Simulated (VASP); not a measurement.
Crystal: SnSe2.

```xyz
3
Lattice="3.8110 0.0000 0.0000 -1.9055 3.3004 0.0000 0.0000 0.0000 6.1360" Properties=species:S:1:pos:R:3 pbc="T T T"
Sn    0.0000    0.0000    0.0000
Se    0.0000    2.2003    1.5279
Se    1.9055    1.1001    4.6081
```

| Property | Result |
| --- | --- |
| Program | VASP 6.6.1 |
| Task | relaxation of cell and atoms |
| Functional | PBE |
| Dispersion | D3(BJ) |
| Potentials or basis | VASP PAW PBE potentials, release 64 (Sn_d, Se) |
| Cutoff | 600 eV |
| k mesh | 6 × 6 × 4 |
| Occupations | gaussian, width 0.01 eV |
| Spin | no spin polarisation |

At the start: pressure 3.4 GPa; volume 25.73 Å³/atom.

**Question.** Where does the relaxation end?

**Answer.** Over 14 steps the energy falls by 22.3 meV/atom and the volume is 25.60 Å³/atom (-0.5 %); space group P-3m1 (No. 164, to 0.05 Å).

Step by step:
```tsv
step	energy change (eV)	largest force (eV/Å)	pressure (GPa)	volume (Å³)
1	0.0000	0.8080	3.36	77.18
2	-0.0188	0.2956	-2.87	83.35
3	-0.0514	0.1595	-0.40	80.51
4	-0.0514	0.1710	-0.32	80.44
5	-0.0549	0.1277	-0.21	79.94
6	-0.0569	0.0759	-0.04	79.35
7	-0.0570	0.0604	0.01	79.18
8	-0.0591	0.0419	-0.06	78.94
9	-0.0639	0.0117	-0.26	78.21
10	-0.0651	0.1142	-0.49	76.72
11	-0.0661	0.0662	-0.37	77.37
12	-0.0660	0.0605	0.50	76.16
13	-0.0669	0.0056	0.05	76.79
14	-0.0669	0.0084	0.00	76.81
```

Final structure:
```yaml
crystal:
  lattice:
    - [3.84258, 0.00000, 0.00000]
    - [-1.92129, 3.32777, 0.00000]
    - [0.00000, 0.00000, 6.00716]
  atoms:
    - { symbol: Sn, position: [0.00000, 0.00000, 0.00000] }
    - { symbol: Se, position: [0.33333, 0.66667, 0.26532] }
    - { symbol: Se, position: [0.66667, 0.33333, 0.73468] }
```
